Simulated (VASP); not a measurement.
# Ir (I4/mmm) in VASP: a series of runs

The runs below take Ir through single point, with r2SCAN.

All numbers are computed with VASP 6.6.1; they aren't measurements. Logs are shortened: lines on timing, memory, paths and dates and some standing lists are left out, and cuts for length are marked.

## Step 1: The cell of the first run

It takes space group I4/mmm (No. 139, tetragonal). The conventional cell has a = 2.783 Å, b = 2.783 Å, c = 3.743 Å, α = 90.00°, β = 90.00°, γ = 90.00°. Ir (site symmetry 4/mmm) has 18 Ir at 2.72 to 3.94 Å within 4.0 Å.

## Step 2: Single point, r2SCAN (strain +0.025 along x and y, -0.025 along z)

The input, POSCAR:

```
Ir
1.0
    0.0000000000      1.9676925000      1.8717075000
    1.9676925000      0.0000000000      1.8717075000
    1.9676925000      1.9676925000      0.0000000000
Ir
1
Direct
    0.0000000000      0.0000000000      0.0000000000
```

The input, INCAR.step1:

```
SYSTEM = Ir
PREC = Accurate
ENCUT = 520
ISMEAR = 0
SIGMA = 0.15
LREAL = .False.
LASPH = .True.
NELM = 100
NBANDS = 10
GGA = PE
ALGO = Normal
EDIFF = 1E-4
LWAVE = .True.
LCHARG = .False.
```

The input, INCAR.step2:

```
SYSTEM = Ir
PREC = Accurate
ENCUT = 520
EDIFF = 1E-7
ISMEAR = 0
SIGMA = 0.15
LREAL = .False.
LASPH = .True.
NELM = 100
ALGO = Normal
ISIF = 2
LWAVE = .False.
LCHARG = .False.
METAGGA = R2SCAN
LMIXTAU = .True.
NBANDS = 10
ISTART = 1
```

The input, KPOINTS:

```
regular mesh
0
Gamma
  22 22 22
  0 0 0
```

Potentials or basis: VASP PAW PBE potentials, release 64 (Ir).

Started as:

```sh
cat potpaw_PBE.64/Ir/POTCAR > POTCAR
cp INCAR.step1 INCAR
mpirun -np 1 vasp_std > vasp.out
cp INCAR.step2 INCAR
mpirun -np 1 vasp_std > vasp.out
```

OUTCAR:

```text
SYSTEM = Ir
   PREC = Accurate
   ENCUT = 520
   EDIFF = 1E-7
   ISMEAR = 0
   LREAL = .False.
   LASPH = .True.
   NELM = 100
   ISIF = 2
   METAGGA = R2SCAN
   ISTART = 1

 ion  position               nearest neighbor table
   1  0.000  0.000  0.000-

  LATTYP: Found a body centered tetragonal cell.
 ALAT       =     2.7827374201
 C/A-ratio  =     1.3452275349

  Lattice vectors:

 A1 = (   0.0000000000,  -1.9676925000,  -1.8717075000)
 A2 = (   0.0000000000,   1.9676925000,  -1.8717075000)
 A3 = (   1.9676925000,   0.0000000000,   1.8717075000)

Analysis of symmetry for initial positions (statically):
=====================================================================
 Subroutine PRICEL returns:
 Original cell was already a primitive cell.

 Routine SETGRP: Setting up the symmetry group for a
 body centered tetragonal supercell.

 Subroutine GETGRP returns: Found 16 space group operations
 (whereof 16 operations were pure point group operations)
 out of a pool of 16 trial point group operations.

The static configuration has the point symmetry D_4h.

Analysis of symmetry for dynamics (positions and initial velocities):
=====================================================================
 Subroutine PRICEL returns:
 Original cell was already a primitive cell.

 Routine SETGRP: Setting up the symmetry group for a
 body centered tetragonal supercell.

 Subroutine GETGRP returns: Found 16 space group operations
 (whereof 16 operations were pure point group operations)
 out of a pool of 16 trial point group operations.

The dynamic configuration has the point symmetry D_4h.

 Subroutine INISYM returns: Found 16 space group operations
 (whereof 16 operations are pure point group operations),
 and found     1 'primitive' translations

----------------------------------------------------------------------------------------

                                     Primitive cell

  volume of cell :      14.4938

  direct lattice vectors                    reciprocal lattice vectors
     0.000000000  1.967692500  1.871707500    -0.254104745  0.254104745  0.267135757
     1.967692500  0.000000000  1.871707500     0.254104745 -0.254104745  0.267135757
     1.967692500  1.967692500  0.000000000     0.254104745  0.254104745 -0.267135757

  length of vectors
     2.715714039  2.715714039  2.782737420     0.447772213  0.447772213  0.447772213

  position of ions in fractional coordinates (direct lattice)
     0.000000000  0.000000000  0.000000000

  ion indices of the primitive-cell ions
   primitive index   ion index
                 1           1

----------------------------------------------------------------------------------------

 KPOINTS: regular mesh

Automatic generation of k-mesh.
 Grid dimensions read from file:
 generate k-points for:   22   22   22

 Generating k-lattice:

  Cartesian coordinates                     Fractional coordinates (reciprocal lattice)
    -0.011550216  0.011550216  0.012142534     0.045454545  0.000000000  0.000000000
     0.011550216 -0.011550216  0.012142534     0.000000000  0.045454545  0.000000000
     0.011550216  0.011550216 -0.012142534    -0.000000000 -0.000000000  0.045454545

  Length of vectors
     0.020353282  0.020353282  0.020353282

  Shift w.r.t. Gamma in fractional coordinates (k-lattice)
     0.000000000  0.000000000  0.000000000

 Subroutine IBZKPT returns following result:
 ===========================================

 Found    834 irreducible k-points:

 Following reciprocal coordinates:
            Coordinates               Weight
  0.000000  0.000000  0.000000      1.000000
  0.045455  0.000000  0.000000      8.000000
  0.090909  0.000000  0.000000      8.000000
  0.136364  0.000000  0.000000      8.000000
  0.181818  0.000000  0.000000      8.000000
  0.227273  0.000000  0.000000      8.000000
[... 16 lines left out ...]
  0.500000  0.045455  0.000000      8.000000
 -0.454545  0.045455  0.000000      8.000000
 [... further k-points ...]
[... 45 lines left out ...]

 k-point     1 :       0.0000    0.0000    0.0000
  band No.  band energies     occupation
      1      -1.5005      2.00000
      2       5.7153      2.00000
      3       5.7153      2.00000
      4       6.3485      2.00000
      5       8.0831      2.00000
      6       8.9042      2.00000
      7      24.9592      0.00000
      8      30.1062      0.00000
      9      30.1062      0.00000
     10      31.7358      0.00000

 k-point     2 :       0.0455    0.0000    0.0000
  band No.  band energies     occupation
      1      -1.4063      2.00000
      2       5.6997      2.00000
      3       5.7557      2.00000
      4       6.3534      2.00000
      5       8.0649      2.00000
      6       8.8714      2.00000
      7      25.1182      0.00000
      8      29.8327      0.00000
      9      30.2541      0.00000
     10      31.6231      0.00000

 k-point     3 :       0.0909    0.0000    0.0000
  band No.  band energies     occupation
      1      -1.1299      2.00000
      2       5.6317      2.00000
      3       5.8642      2.00000
      4       6.3960      2.00000
      5       8.0269      2.00000
      6       8.7860      2.00000
      7      25.5677      0.00000
      8      28.9220      0.00000
      9      30.6887      0.00000
     10      31.8162      0.00000

 k-point     4 :       0.1364    0.0000    0.0000
  band No.  band energies     occupation
      1      -0.6918      2.00000
      2       5.5018      2.00000
      3       5.9974      2.00000
      4       6.4988      2.00000
      5       8.0208      2.00000
      6       8.6881      2.00000
      7      26.2150      0.00000
      8      27.6855      0.00000
      9      31.3838      0.00000
     10      32.4332      0.00000
[... 222 lines left out ...]
 k-point    22 :       0.4545    0.0455    0.0000
  band No.  band energies     occupation
      1       1.6971      2.00000
      2       5.5468      2.00000
      3       6.0895      2.00000
      4       8.1153      2.00000
      5      10.6548      0.00000
      6      10.7619      0.00000
      7      17.9582      0.00000
      8      24.8560      0.00000
      9      29.9430      0.00000
     10      31.3058      0.00000

 k-point    23 :       0.5000    0.0455    0.0000
  band No.  band energies     occupation
      1       1.6913      2.00000
      2       5.4953      2.00000
      3       6.0373      2.00000
      4       8.6119      2.00000
      5      10.8463      0.00000
      6      10.9738      0.00000
      7      17.2068      0.00000
      8      24.6744      0.00000
      9      29.7810      0.00000
     10      30.7628      0.00000

 k-point    24 :      -0.4545    0.0455    0.0000
  band No.  band energies     occupation
      1       1.6932      2.00000
      2       5.4987      2.00000
      3       6.0435      2.00000
      4       8.5578      2.00000
      5      10.6958      0.00000
      6      10.9324      0.00000
      7      17.4194      0.00000
      8      24.7131      0.00000
      9      30.1013      0.00000
     10      30.6236      0.00000

 [... further k-points ...]

------------------------ aborting loop because EDIFF is reached ----------------------------------------

  FORCE on cell =-STRESS in cart. coord.  units (eV):
  Direction    XX          YY          ZZ          XY          YZ          ZX
  --------------------------------------------------------------------------------------
  -------------------------------------------------------------------------------------
  Total       -0.9192376     -0.9192376      0.6491347      0.0000000     -0.0000000     -0.0000000
  in kB     -101.6145523   -101.6145523     71.7567900      0.0000000     -0.0000000     -0.0000000
  external PRESSURE =     -43.8241048 kB  Pullay stress =       0.0000000 kB

 VOLUME and BASIS-vectors are now :
 -----------------------------------------------------------------------------
  energy-cutoff  :      520.00
  volume of cell :       14.49
      direct lattice vectors                 reciprocal lattice vectors
     0.000000000  1.967692500  1.871707500    -0.254104745  0.254104745  0.267135757
     1.967692500  0.000000000  1.871707500     0.254104745 -0.254104745  0.267135757
     1.967692500  1.967692500  0.000000000     0.254104745  0.254104745 -0.267135757

 POSITION                                       TOTAL-FORCE (eV/Angst)
 -----------------------------------------------------------------------------------
      0.00000      0.00000      0.00000         0.000000      0.000000      0.000000
 -----------------------------------------------------------------------------------
    total drift:                                0.000000     -0.000000     -0.000000

  FREE ENERGIE OF THE ION-ELECTRON SYSTEM (eV)
  ---------------------------------------------------
  free  energy   TOTEN  =       -52.3391720456 eV

  energy  without entropy=      -52.3271181233  energy(sigma->0) =      -52.33314508
```

Wall time 5.2 min (1 thread of Intel Xeon Platinum 8375C at 2.90GHz (Ice Lake), shared host); peak memory 0.25 GiB.

Results:

| Property | Result |
| --- | --- |
| Free energy | -52.3392 eV |
| Pressure | -4.4 GPa |
| Band gap on the k mesh | zero (an odd number of electrons rules out a gap without spin polarisation) |

Stress tensor (GPa, compression positive):
```
-10.16   0.00   0.00
  0.00 -10.16   0.00
  0.00   0.00   7.18
```

Caveat: the cell differs from its parent crystal (strain +0.025 along x and y, -0.025 along z); the stress differs along the axes, from -10 to 7 GPa; the PAW data sets were made with another functional, which shifts forces and pressure a little; spin-orbit coupling is left out, which moves the levels of the heavy elements.

## Step 3: Single point, r2SCAN (strain +0.050 along x and y, -0.050 along z)

The input, POSCAR:

```
Ir
1.0
    0.0000000000      2.0156850000      1.8237150000
    2.0156850000      0.0000000000      1.8237150000
    2.0156850000      2.0156850000      0.0000000000
Ir
1
Direct
    0.0000000000      0.0000000000      0.0000000000
```

The input, INCAR.step1:

```
SYSTEM = Ir
PREC = Accurate
ENCUT = 520
ISMEAR = 0
SIGMA = 0.15
LREAL = .FALSE.
LASPH = .TRUE.
NELM = 80
NBANDS = 10
GGA = PE
ALGO = Normal
EDIFF = 1E-4
LWAVE = .TRUE.
LCHARG = .FALSE.
```

The input, INCAR.step2:

```
SYSTEM = Ir
PREC = Accurate
ENCUT = 520
EDIFF = 1E-7
ISMEAR = 0
SIGMA = 0.15
LREAL = .FALSE.
LASPH = .TRUE.
NELM = 80
ALGO = Normal
ISIF = 2
LWAVE = .FALSE.
LCHARG = .TRUE.
METAGGA = R2SCAN
LMIXTAU = .TRUE.
LELF = .TRUE.
LVHAR = .TRUE.
NBANDS = 10
ISTART = 1
```

The input, KPOINTS:

```
Automatic mesh
0
G
  22 22 22
  0 0 0
```

Potentials or basis: VASP PAW PBE potentials, release 64 (Ir).

Started as:

```sh
cat potpaw_PBE.64/Ir/POTCAR > POTCAR
cp INCAR.step1 INCAR
mpirun -np 1 vasp_std > vasp.out
cp INCAR.step2 INCAR
mpirun -np 1 vasp_std > vasp.out
```

Run time: 5 min. Hardware: 1 thread of Intel Xeon Platinum 8375C at 2.90GHz (Ice Lake), shared host; peak memory 0.25 GiB.

It converged, with:

- Free energy: -52.2494 eV
- Pressure: -10.4 GPa
- Band gap on the k mesh: zero (an odd number of electrons rules out a gap without spin polarisation)

Stress tensor (GPa, compression positive):
```
-20.56   0.00   0.00
  0.00 -20.56   0.00
  0.00   0.00  10.06
```

Levels at points of the mesh, in eV from the Fermi level:
| k point | band 2 | band 3 | band 4 | band 5 | band 6 | band 7 |
| --- | --- | --- | --- | --- | --- | --- |
| (0.00, 0.00, 0.00) | -3.99 | -3.99 | -2.82 | -1.99 | -0.49 | 15.43 |
| (0.50, 0.00, 0.00) | -4.46 | -3.08 | -0.50 | 0.50 | 1.28 | 7.32 |
| (0.50, 0.50, 0.00) | -7.16 | 0.79 | 1.54 | 1.54 | 3.37 | 10.92 |
| (0.50, 0.00, 0.50) | -6.93 | 0.68 | 0.87 | 1.16 | 1.95 | 9.64 |

Caveat: the cell differs from its parent crystal (strain +0.050 along x and y, -0.050 along z); the stress differs along the axes, from -21 to 10 GPa; the PAW data sets were made with another functional, which shifts forces and pressure a little; spin-orbit coupling is left out, which moves the levels of the heavy elements.

## Step 4: Single point, r2SCAN (strain +0.050 along x and y, -0.025 along z)

The input, POSCAR:

```
Ir
1.0
    0.0000000000      2.0156850000      1.8717075000
    2.0156850000      0.0000000000      1.8717075000
    2.0156850000      2.0156850000      0.0000000000
Ir
1
Direct
    0.0000000000      0.0000000000      0.0000000000
```

The input, INCAR.step1:

```
SYSTEM = Ir
PREC     = Accurate       ! precision mode
ENCUT    = 520            ! plane-wave cutoff, eV
ISMEAR   = 0              ! smearing method
SIGMA    = 0.15           ! smearing width, eV
LREAL    = .FALSE.        ! projectors in reciprocal space
LASPH    = .TRUE.         ! aspherical terms in the spheres
NELM     = 100            ! most SCF steps
NBANDS   = 10             ! bands
GGA      = PE             ! functional
ALGO     = Normal         ! electronic algorithm
EDIFF    = 1E-4           ! SCF threshold, eV
LWAVE    = .TRUE.         ! write WAVECAR
LCHARG   = .FALSE.        ! write CHGCAR
```

The input, INCAR.step2:

```
SYSTEM = Ir
PREC     = Accurate       ! precision mode
ENCUT    = 520            ! plane-wave cutoff, eV
EDIFF    = 1E-7           ! SCF threshold, eV
ISMEAR   = 0              ! smearing method
SIGMA    = 0.15           ! smearing width, eV
LREAL    = .FALSE.        ! projectors in reciprocal space
LASPH    = .TRUE.         ! aspherical terms in the spheres
NELM     = 100            ! most SCF steps
ALGO     = Normal         ! electronic algorithm
ISIF     = 2              ! what is computed and relaxed
LWAVE    = .FALSE.        ! write WAVECAR
LCHARG   = .TRUE.         ! write CHGCAR
METAGGA  = R2SCAN         ! meta-GGA
LMIXTAU  = .TRUE.       
LELF     = .TRUE.         ! ELF
LVHAR    = .TRUE.       
NBANDS   = 10             ! bands
ISTART   = 1
```

The input, KPOINTS:

```
regular mesh
0
G
  22 22 22
  0 0 0
```

Started as:

```sh
cat potpaw_PBE.64/Ir/POTCAR > POTCAR
cp INCAR.step1 INCAR
mpirun -np 1 vasp_std > vasp.out
cp INCAR.step2 INCAR
mpirun -np 1 vasp_std > vasp.out
```

It took 5.4 min on 1 thread of Intel Xeon Platinum 8375C at 2.90GHz (Ice Lake), shared host; peak memory 0.25 GiB.

Results (log left out):

```yaml
Free_energy: -52.2562 eV
Pressure: -18.8 GPa
Band_gap_on_the_k_mesh: zero (an odd number of electrons rules out a gap without spin polarisation)
```

Stress tensor (GPa, compression positive):
```
-26.11   0.00   0.00
  0.00 -26.11   0.00
  0.00   0.00  -4.20
```

Levels at points of the mesh, in eV from the Fermi level:
| k point | band 1 | band 2 | band 3 | band 4 | band 5 | band 6 | band 7 | band 8 | band 9 |
| --- | --- | --- | --- | --- | --- | --- | --- | --- | --- |
| (0.00, 0.00, 0.00) | -10.70 | -3.79 | -3.79 | -2.93 | -1.73 | -0.62 | 15.37 | 19.99 | 19.99 |
| (0.50, 0.00, 0.00) | -7.61 | -4.14 | -3.16 | -0.45 | 0.57 | 1.12 | 7.02 | 14.77 | 19.50 |
| (0.50, 0.50, 0.00) | -7.26 | -6.86 | 0.73 | 1.46 | 1.46 | 2.93 | 11.10 | 11.10 | 11.46 |
| (0.50, 0.00, 0.50) | -7.37 | -6.72 | 0.70 | 0.96 | 1.34 | 1.76 | 9.51 | 12.18 | 12.89 |

Caveat: the cell differs from its parent crystal (strain +0.050 along x and y, -0.025 along z); the stress differs along the axes, from -26 to -4 GPa; the PAW data sets were made with another functional, which shifts forces and pressure a little; spin-orbit coupling is left out, which moves the levels of the heavy elements.

## Step 5: Single point, r2SCAN (strain +0.050 along x and y, +0.000 along z)

The input, POSCAR:

```
Ir
1.0
    0.0000000000      2.0156850000      1.9197000000
    2.0156850000      0.0000000000      1.9197000000
    2.0156850000      2.0156850000      0.0000000000
Ir
1
Direct
    0.0000000000      0.0000000000      0.0000000000
```

The input, INCAR.step1:

```
SYSTEM = Ir
ALGO = Normal
EDIFF = 1E-4
ENCUT = 520
GGA = PE
ISMEAR = 0
LASPH = .True.
LCHARG = .False.
LREAL = .False.
LWAVE = .True.
NBANDS = 10
NELM = 100
PREC = Accurate
SIGMA = 0.15
```

The input, INCAR.step2:

```
SYSTEM = Ir
ALGO = Normal
EDIFF = 1E-7
ENCUT = 520
ISIF = 2
ISMEAR = 0
ISTART = 1
LASPH = .True.
LCHARG = .False.
LMIXTAU = .True.
LREAL = .False.
LWAVE = .False.
METAGGA = R2SCAN
NBANDS = 10
NELM = 100
PREC = Accurate
SIGMA = 0.15
```

The input, KPOINTS:

```
k-points
0
Gamma
  22 22 22
  0 0 0
```

Started as:

```sh
cat potpaw_PBE.64/Ir/POTCAR > POTCAR
cp INCAR.step1 INCAR
mpirun -np 1 vasp_std > vasp.out
cp INCAR.step2 INCAR
mpirun -np 1 vasp_std > vasp.out
```

Run time: 5.6 min. Hardware: 1 thread of Intel Xeon Platinum 8375C at 2.90GHz (Ice Lake), shared host; peak memory 0.27 GiB.

Results (log left out):

| Item | Value |
| --- | --- |
| Free energy | -52.2306 eV |
| Pressure | -25.8 GPa |
| Band gap on the k mesh | zero (an odd number of electrons rules out a gap without spin polarisation) |

Stress tensor (GPa, compression positive):
```
-30.34   0.00   0.00
  0.00 -30.34   0.00
  0.00   0.00 -16.60
```

Levels at points of the mesh, in eV from the Fermi level:
```tsv
k point	band 1	band 2	band 3	band 4	band 5	band 6	band 7	band 8
(0.00, 0.00, 0.00)	-10.44	-3.58	-3.58	-3.02	-1.48	-0.76	15.34	20.12
(0.50, 0.00, 0.00)	-7.36	-3.83	-3.22	-0.39	0.63	0.97	6.74	14.86
(0.50, 0.50, 0.00)	-7.01	-6.58	0.68	1.37	1.37	2.53	10.65	11.28
(0.50, 0.00, 0.50)	-7.09	-6.51	0.69	1.05	1.52	1.58	9.39	12.00
```

Caveat: the cell differs from its parent crystal (strain +0.050 along x and y, +0.000 along z); the stress differs along the axes, from -30 to -17 GPa; the PAW data sets were made with another functional, which shifts forces and pressure a little; spin-orbit coupling is left out, which moves the levels of the heavy elements.

## Step 6: Summary

```tsv
cell	gap on the mesh (eV)	pressure (GPa)
a = 2.716, b = 2.716, c = 2.783 Å, angles 59.2, 59.2, 61.6°, 1 atom	none	-4.4
a = 2.718, b = 2.718, c = 2.851 Å, angles 58.4, 58.4, 63.2°, 1 atom	none	-10.4
a = 2.751, b = 2.751, c = 2.851 Å, angles 58.8, 58.8, 62.4°, 1 atom	none	-18.8
a = 2.784, b = 2.784, c = 2.851 Å, angles 59.2, 59.2, 61.6°, 1 atom	none	-25.8
```

Alike in all rows: task single point; level r2SCAN; potentials or basis VASP PAW PBE potentials, release 64 (Ir); no spin polarisation; k mesh 22 × 22 × 22; cutoff (eV) 520; smearing gaussian 0.15 eV.

Caveats: the PAW data sets were made with another functional, which shifts forces and pressure a little; spin-orbit coupling is left out, which moves the levels of the heavy elements; the stress differs along the axes, from -10 to 7 GPa (at least some runs); the stress differs along the axes, from -21 to 10 GPa (at least some runs); the stress differs along the axes, from -26 to -4 GPa (at least some runs); the stress differs along the axes, from -30 to -17 GPa (at least some runs).

Absolute energies hang on the potentials; compare differences alone.
